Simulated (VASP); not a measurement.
Here is a VASP 6.6.1 calculation.

INCAR

```
SYSTEM = GaAs
PREC = Accurate
ENCUT = 520
EDIFF = 1E-6
ISMEAR = 0
SIGMA = 0.01
LREAL = .False.
LASPH = .True.
NELM = 80
ALGO = Normal
ISIF = 2
LWAVE = .False.
LCHARG = .False.
GGA = PE
NBANDS = 16
```

Contents of KPOINTS:

```
regular mesh
0
Gamma
  4 4 4
  0 0 0
```

Contents of POSCAR:

```
GaAs
1.0
    3.9977700000      0.0000000000      0.0000000000
    1.9988850000      3.4621703785      0.0000000000
    1.9988850000      1.1540567928      3.2641655363
Ga As
1 1
Direct
    0.0000000000      0.0000000000      0.0000000000
    0.2500000000      0.2500000000      0.2500000000
```

Potentials or basis: VASP PAW PBE potentials, release 64 (Ga_d, As).

Launch:

```sh
$ cat potpaw_PBE.64/Ga_d/POTCAR potpaw_PBE.64/As/POTCAR > POTCAR
$ mpirun -np 1 vasp_std > vasp.out
```

(1) Estimate the pressure.

(2) Predict the band gap on the k mesh.

## Answers

(1) 3.7 GPa.

(2) 0.51 eV, direct.

Caveat: the k points lie up to 0.48 Å⁻¹ apart.
